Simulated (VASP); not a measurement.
Input of a VASP 6.6.1 run:

The input INCAR:

```
PREC     = Accurate       # precision mode
ENCUT    = 520            # plane-wave cutoff, eV
EDIFF    = 1E-6           # SCF threshold, eV
ISMEAR   = 0              # smearing method
SIGMA    = 0.01           # smearing width, eV
LREAL    = F              # projectors in reciprocal space
LASPH    = T              # aspherical terms in the spheres
NELM     = 60             # most SCF steps
ALGO     = Normal         # electronic algorithm
ISIF     = 2              # what is computed and relaxed
LWAVE    = F              # write WAVECAR
LCHARG   = T              # write CHGCAR
GGA      = PE             # functional
LELF     = T              # ELF
LVHAR    = T            
NBANDS   = 28             # bands
```

File KPOINTS:

```
regular mesh
0
Gamma
  10 10 8
```

Contents of POSCAR:

```
SnO
1.0
    3.8682628244      0.0000000000      0.0000000000
    0.0000000000      3.8682628244      0.0000000000
    0.0000000000      0.0000000000      5.0662401931
Sn O
2 2
Direct
    0.0000000000      0.5000000000      0.2287756820
    0.5000000000      0.0000000000      0.7712243180
    0.5000000000      0.5000000000      0.0000000000
    0.0000000000      0.0000000000      0.0000000000
```

Potentials or basis: VASP PAW PBE potentials, release 64 (Sn_d, O).

Command:

```bash
$ cat potpaw_PBE.64/Sn_d/POTCAR potpaw_PBE.64/O/POTCAR > POTCAR
$ mpirun -np 1 vasp_std > vasp.out
```

Problem. Predict the band gap on the k mesh.

Solution. 0.51 eV (least direct gap 1.91 eV).

Problem. What does it give for the largest force?

Solution. 0.076 eV/Å.

Problem. Estimate the pressure.

Solution. 0.2 GPa.

Forces in eV/Å, atoms in the order of the input:
```
Sn   0.000  0.000  0.076
Sn   0.000  0.000 -0.076
O    0.000  0.000  0.000
O    0.000  0.000  0.000
```

Caveat: spin-orbit coupling is left out, which moves the levels of the heavy elements. A k mesh can miss the band edges.
